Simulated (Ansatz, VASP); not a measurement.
# Zr in VASP and in Ansatz

```xyz
4
Lattice="2.4435 -4.1413 0.0000 2.4435 4.1413 0.0000 0.0000 0.0000 4.8935" Properties=species:S:1:pos:R:3 pbc="T T T"
Zr    2.4435    2.8782    0.3841
Zr    2.4435   -1.2631    2.0626
Zr    2.4435   -2.8782    4.5093
Zr    2.4435    1.2631    2.8309
```

Alike in both runs: task relaxation of cell and atoms; functional r2SCAN; k mesh 4 × 4 × 4; occupations gaussian, width 0.1 eV; no spin polarisation.

|  | VASP | Ansatz |
| --- | --- | --- |
| version | VASP 6.6.1 | Ansatz 0.2.0 |
| potentials or method | VASP PAW PBE potentials, release 64 (Zr_sv), cutoff 600 eV | scalar-relativistic, plane waves, PAW |
| valence electrons in the cell | 48 | 48 |

|  | VASP | Ansatz | Ansatz less VASP |
| --- | --- | --- | --- |
| gap on the k mesh at the Fermi level, each at its own relaxed structure (eV) | none | none | - |
| relaxed volume (Å³/atom) | 24.84 | 25.07 | +0.231 |
| relaxed cell length with the largest relative difference (Å) | 4.024 | 4.152 | +0.1278 |

VASP's potentials were made for PBE, not for r2SCAN. A gap of «none» marks a metal or a gap that the smearing closes.

The k mesh is coarse, so the values compare programs but aren't converged.
